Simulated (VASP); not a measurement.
# AgB2 (P6mm) in VASP: further runs

Runs on AgB2. Level: PBE. Tasks: relaxation of cell and atoms, single point.

All numbers are computed with VASP 6.6.1; they aren't measurements. Logs are shortened: lines on timing, memory, paths and dates and some standing lists are left out, and cuts for length are marked.

## Step 1: The cell of the first run

It takes space group P6mm (No. 183, hexagonal). Conventional cell: a = 2.962 Å, b = 2.962 Å, c = 3.322 Å, α = 90.00°, β = 90.00°, γ = 120.00°. Ag (site symmetry 6mm) has 6 B at 1.80 Å within 2.4 Å. B (site symmetry 3m) has 3 B at 1.71 Å and 3 Ag at 1.80 Å within 2.3 Å.

## Step 2: Relaxation of cell and atoms, PBE

Contents of INCAR:

```
PREC     = Accurate       # precision mode
ENCUT    = 600            # plane-wave cutoff, eV
EDIFF    = 1E-6           # SCF threshold, eV
ISMEAR   = 0              # smearing method
SIGMA    = 0.1            # smearing width, eV
LREAL    = F              # projectors in reciprocal space
LASPH    = T              # aspherical terms in the spheres
NELM     = 100            # most SCF steps
ALGO     = Normal         # electronic algorithm
ISIF     = 3              # what is computed and relaxed
LWAVE    = F              # write WAVECAR
LCHARG   = F              # write CHGCAR
GGA      = PE             # functional
IBRION   = 2              # ionic algorithm
NSW      = 90             # ionic steps
EDIFFG   = -0.04          # ionic threshold
```

Contents of KPOINTS:

```
Automatic mesh
0
Gamma
  6 6 6
```

Contents of POSCAR:

```
AgB2
1.0
    2.9620103700      0.0000000000      0.0000000000
   -1.4810051800      2.5651762200      0.0000000000
    0.0000000000      0.0000000000      3.3220610700
Ag B
1 2
Direct
    0.0000000000      0.0000000000      0.7808642000
    0.3333333300      0.6666666700      0.6095679000
    0.6666666700      0.3333333300      0.6095679000
```

Potentials or basis: VASP PAW PBE potentials, release 64 (Ag, B).

Command:

```bash
cat potpaw_PBE.64/Ag/POTCAR potpaw_PBE.64/B/POTCAR > POTCAR
mpirun -np 1 vasp_std > vasp.out
```

OUTCAR:

```text
PREC = Accurate
   ENCUT = 600
   EDIFF = 1E-6
   ISMEAR = 0
   LREAL = F
   LASPH = T
   NELM = 100
   ISIF = 3
   GGA = PE
   IBRION = 2
   NSW = 90
   EDIFFG = -0.04

 ion  position               nearest neighbor table
   1  0.000  0.000  0.781-   2 1.80   3 1.80   2 1.80   3 1.80   3 1.80   2 1.80
   2  0.333  0.667  0.610-   3 1.71   3 1.71   3 1.71   1 1.80   1 1.80   1 1.80
   3  0.667  0.333  0.610-   2 1.71   2 1.71   2 1.71   1 1.80   1 1.80   1 1.80

  LATTYP: Found a hexagonal cell.
 ALAT       =     2.9620103700
 C/A-ratio  =     1.1215561916

  Lattice vectors:

 A1 = (   2.9620103700,   0.0000000000,   0.0000000000)
 A2 = (  -1.4810051800,   2.5651762200,   0.0000000000)
 A3 = (   0.0000000000,   0.0000000000,   3.3220610700)

Analysis of symmetry for initial positions (statically):
=====================================================================
 Subroutine PRICEL returns:
 Original cell was already a primitive cell.

 Routine SETGRP: Setting up the symmetry group for a
 hexagonal supercell.

 Subroutine GETGRP returns: Found 12 space group operations
 (whereof 12 operations were pure point group operations)
 out of a pool of 24 trial point group operations.

The static configuration has the point symmetry C_6v.

Analysis of symmetry for dynamics (positions and initial velocities):
=====================================================================
 Subroutine PRICEL returns:
 Original cell was already a primitive cell.

 Routine SETGRP: Setting up the symmetry group for a
 hexagonal supercell.

 Subroutine GETGRP returns: Found 12 space group operations
 (whereof 12 operations were pure point group operations)
 out of a pool of 24 trial point group operations.

The dynamic configuration has the point symmetry C_6v.

 Subroutine INISYM returns: Found 12 space group operations
 (whereof 12 operations are pure point group operations),
 and found     1 'primitive' translations

----------------------------------------------------------------------------------------

                                     Primitive cell

  volume of cell :      25.2413

  direct lattice vectors                    reciprocal lattice vectors
     2.962010370  0.000000000  0.000000000     0.337608541  0.194918382  0.000000000
    -1.481005180  2.565176220  0.000000000     0.000000000  0.389836765  0.000000000
     0.000000000  0.000000000  3.322061070     0.000000000  0.000000000  0.301017946

  length of vectors
[... 73 lines left out ...]
   NGXF,Y,Z  is equivalent  to a cutoff of  26.94, 26.94, 28.02 a.u.
 SYSTEM =  unknown system
   PREC   = accura    normal or accurate (medium, high low for compatibility)
   ISTART =      0    job   : 0-new  1-cont  2-samecut
   ICHARG =      2    charge: 1-file 2-atom 10-const
   ISPIN  =      1    spin polarized calculation?
   LNONCOLLINEAR =      F non collinear calculations
   LSORBIT =      F    spin-orbit coupling
   LASPH  =      T    aspherical Exc in radial PAW
   ENCUT  =  600.0 eV  44.10 Ry    6.64 a.u.   5.92  5.92  6.63*2*pi/ulx,y,z
   NELM   =    100;   NELMIN=  2; NELMDL= -5     # of ELM steps
   EDIFF  = 0.1E-05   stopping-criterion for ELM
   LREAL  =      F    real-space projection
   EDIFFG = -.4E-01   stopping-criterion for IOM
   NSW    =     90    number of steps for IOM
   IBRION =      2    ionic relax: 0-MD 1-quasi-New 2-CG
   NFREE  =      1    steps in history (QN), initial steepest desc. (CG)
   ISIF   =      3    stress and relaxation
   ISYM   =      2    0-nonsym 1-usesym 2-fastsym
   POTIM  = 0.5000    time-step for ionic-motion
   TEBEG  =    0.0;   TEEND  =   0.0 temperature during run
   PSTRESS=    0.0 pullay stress
   NELECT =      17.0000    total number of electrons
   NUPDOWN=      -1.0000    fix difference up-down
   EMIN   =  10.00;   EMAX   =-10.00  energy-range for DOS
   EFERMI =   0.00;   METHOD = LEGACY
   ISMEAR =     0;   SIGMA  =   0.10  broadening in eV -4-tet -1-fermi 0-gaus
   EFERMI_NEDOS =   21; number of points for ismear=-14 and -15
   IALGO  =     38    algorithm
   IMIX   =      4    mixing-type and parameters
     AMIX     =   0.40;   BMIX     =  1.00
     AMIX_MAG =   1.60;   BMIX_MAG =  1.00
  volume/ion in A,a.u.               =       8.41        56.78
  Fermi-wavevector in a.u.,A,eV,Ry     =   1.435007  2.711770 28.017729  2.059245
  Thomas-Fermi vector in A             =   2.554353
   LORBIT       =      0    0 simple, 1 ext, 2 COOP (PROOUT), +10 PAW based schemes
   GGA     = PE    functional components
   LHFCALC =     F    Hartree Fock is set to
   AEXX    =    0.0000 exact exchange contribution
   IVDW    =     0    specifies the selected vdW correction
   LEPSILON=     F    determine dielectric tensor
   LRPA    =     F    only Hartree local field effects (RPA)
 conjugate gradient relaxation of ions
 non-spin polarized calculation
 Gauss-broadening in eV      SIGMA  =   0.10
  energy-cutoff  :      600.00
  volume of cell :       25.24
 maximum number of plane-waves:       858
 NGX is ok and might be reduce to    24
   NGX = 11   NGY = 11   NGZ = 13

--------------------------------------- Ionic step        1  -------------------------------------------

 number of electron      17.0000001 magnetization

 Free energy of the ion-electron system (eV)
  ---------------------------------------------------
  ext. energy  EPLUGINS =         0.00000000
  ---------------------------------------------------
  free energy    TOTEN  =        -3.94172494 eV

  energy without entropy =       -3.93899371  energy(sigma->0) =       -3.94035933

 E-fermi :  11.2782     XC(G=0): -12.8334

 val. band max:       11.2709088936   @ k =   0.1667   0.1667   0.0000
 cond. band min:      11.4206560130   @ k =   0.3333   0.3333   0.5000
 fundamental gap:      0.1497471195
 Fermi energy:        11.2781986470
[... 1193 lines left out ...]
      1      -4.9466      2.00000
      2      -2.7539      2.00000
      3      -2.2382      2.00000
      4      -1.9135      2.00000
      5      -1.8565      2.00000
      6      -1.7549      2.00000
      7      -1.1101      2.00000
      8      -0.1973      2.00000
      9       1.4130      1.13085
     10       2.4522      0.00000
     11       2.8817      0.00000
     12       5.3623      0.00000

 [... further k-points ...]

[... ionic steps 4 to 16 ...]

--------------------------------------- Ionic step       17  -------------------------------------------

 number of electron      16.9999998 magnetization

------------------------ aborting loop because EDIFF is reached ----------------------------------------
[... 69 lines left out ...]
--------------------------------------- Ionic step       19  -------------------------------------------

 number of electron      16.9999995 magnetization

 Free energy of the ion-electron system (eV)
  ---------------------------------------------------
  ext. energy  EPLUGINS =         0.00000000
  ---------------------------------------------------
  free energy    TOTEN  =       -14.60277333 eV

  energy without entropy =      -14.60114754  energy(sigma->0) =      -14.60196043

 E-fermi :   7.1897     XC(G=0): -12.0082

 val. band max:        7.1890782579   @ k =   0.3333   0.0000   0.0000
 cond. band min:       7.4180829694   @ k =   0.1667   0.0000   0.0000
 fundamental gap:      0.2290047115
 Fermi energy:         7.1897182697
[... 390 lines left out ...]
  FREE ENERGIE OF THE ION-ELECTRON SYSTEM (eV)
  ---------------------------------------------------
  free  energy   TOTEN  =       -14.6027733296 eV

  energy  without entropy=      -14.6011475389  energy(sigma->0) =      -14.60196043

 reached required accuracy - stopping structural energy minimisation
```

Wall time 1.9 min (1 thread of Intel Xeon Platinum 8259CL at 2.50GHz (Skylake/Cascade Lake), shared host); peak memory 0.16 GiB.

What came out:

```
Free energy                            : -14.6028 eV
Relaxed volume                         : 10.67 Å³/atom
Relaxed cell                           : a = 3.019 Å, b = 3.019 Å, c = 4.056 Å, α = 90.00°, β = 90.00°, γ = 120.00°
Space group after relaxing (to 0.05 Å) : P6/mmm (No. 191)
Energy gained by relaxing              : 3553.7 meV/atom
Ionic steps                            : 19
Pressure after relaxing                : 0.4 GPa
Largest force after relaxing           : 0.010 eV/Å
```

Forces in eV/Å, atoms in the order of the input:
```
Ag   0.000  0.000 -0.010
B    0.000  0.000  0.005
B    0.000  0.000  0.005
```

Stress tensor (GPa, compression positive):
```
0.57 0.00 0.00
0.00 0.57 0.00
0.00 0.00 0.11
```

The path:
| step | energy change (eV) | largest force (eV/Å) | pressure (GPa) | volume (Å³) |
| --- | --- | --- | --- | --- |
| 1 | 0.0000 | 13.2842 | 211.85 | 25.24 |
| 2 | -1.6089 | 0.1540 | -14.54 | 87.89 |
| 3 | -3.0158 | 0.3269 | -15.62 | 74.57 |
| 4 | -4.1795 | 0.4202 | -18.82 | 65.13 |
| 5 | -7.9339 | 0.7152 | -17.20 | 42.36 |
| 6 | -7.7144 | 4.1028 | 28.16 | 33.13 |
| 7 | -8.2507 | 1.6288 | -6.73 | 38.64 |
| 8 | -8.2639 | 2.0198 | -1.78 | 37.49 |
| 9 | -8.2654 | 1.9204 | -3.10 | 37.77 |
| 10 | -8.6460 | 2.2928 | -4.88 | 37.15 |
| 11 | -9.9774 | 1.4633 | -11.05 | 35.14 |
| 12 | -9.5764 | 3.9657 | 31.70 | 30.48 |
| 13 | -10.5411 | 0.0985 | -8.67 | 33.59 |
| 14 | -10.5795 | 0.5818 | -5.36 | 33.07 |
| 15 | -10.4617 | 0.7663 | 17.70 | 29.59 |
| 16 | -10.6241 | 0.6445 | 1.25 | 31.84 |
| 17 | -10.6583 | 0.1613 | -0.36 | 32.23 |
| 18 | -10.6591 | 0.0875 | -0.56 | 32.29 |
| 19 | -10.6610 | 0.0102 | 0.42 | 32.02 |

Final structure:
```xyz
3
Lattice="3.0194 0.0000 0.0000 -1.5097 2.6149 0.0000 0.0000 0.0000 4.0557" Properties=species:S:1:pos:R:3 pbc="T T T"
Ag    0.0000    0.0000    0.0012
B     0.0000    1.7433    2.0273
B     1.5097    0.8716    2.0273
```

Caveat: the k points lie up to 0.40 Å⁻¹ apart in the final cell; the volume moved by over 15 % at a fixed basis, so the end points are rough.

## Step 3: Single point, PBE

Contents of INCAR:

```
  PREC = Accurate
  ENCUT = 520
  EDIFF = 1E-6
  ISMEAR = 0
  SIGMA = 0.1
  LREAL = F
  LASPH = T
  NELM = 80
  ALGO = Normal
  ISIF = 2
  LWAVE = F
  LCHARG = T
  GGA = PE
  LELF = T
  LVHAR = T
  NBANDS = 16
```

Contents of KPOINTS:

```
regular mesh
0
Gamma
  6 6 6
```

POSCAR is that of step 2.

Potentials or basis: VASP PAW PBE potentials, release 64 (Ag, B).

Command:

```bash
cat potpaw_PBE.64/Ag/POTCAR potpaw_PBE.64/B/POTCAR > POTCAR
mpirun -np 1 vasp_std > vasp.out
```

Run time: 18 s. Hardware: 1 thread of Intel Xeon 8259CL, shared host; peak memory 0.15 GiB.

Results (log left out):

| Quantity | Value |
| --- | --- |
| Free energy | -3.9384 eV |
| Pressure | 211.9 GPa |
| Largest force | 13.286 eV/Å |

Forces on the atoms (eV/Å):
```
Ag   0.000  0.000 13.286
B    0.000  0.000 -6.643
B    0.000  0.000 -6.643
```

Stress tensor (GPa, compression positive):
```
279.86   0.00   0.00
  0.00 279.86   0.00
  0.00   0.00  75.92
```

Levels at points of the mesh, in eV from the Fermi level:
| k point | band 5 | band 6 | band 7 | band 8 | band 9 | band 10 | band 11 | band 12 | band 13 | band 14 |
| --- | --- | --- | --- | --- | --- | --- | --- | --- | --- | --- |
| (0.00, 0.00, 0.00) | -8.15 | -8.15 | -1.31 | 3.49 | 3.49 | 3.71 | 4.89 | 6.87 | 6.87 | 9.81 |
| (0.50, 0.00, 0.00) | -8.19 | -7.59 | -7.10 | -2.81 | -0.25 | 3.54 | 6.86 | 9.30 | 9.64 | 14.72 |
| (0.00, 0.00, 0.50) | -8.39 | -8.39 | -4.97 | 3.17 | 3.17 | 4.90 | 8.06 | 8.06 | 9.48 | 10.93 |
| (0.50, 0.00, 0.50) | -7.67 | -7.59 | -6.25 | -2.23 | -0.62 | -0.39 | 6.75 | 10.71 | 12.31 | 13.01 |

Caveat: the k points lie up to 0.41 Å⁻¹ apart; forces of over 1 eV/Å act on the atoms, so gaps and moduli don't describe the material at rest.
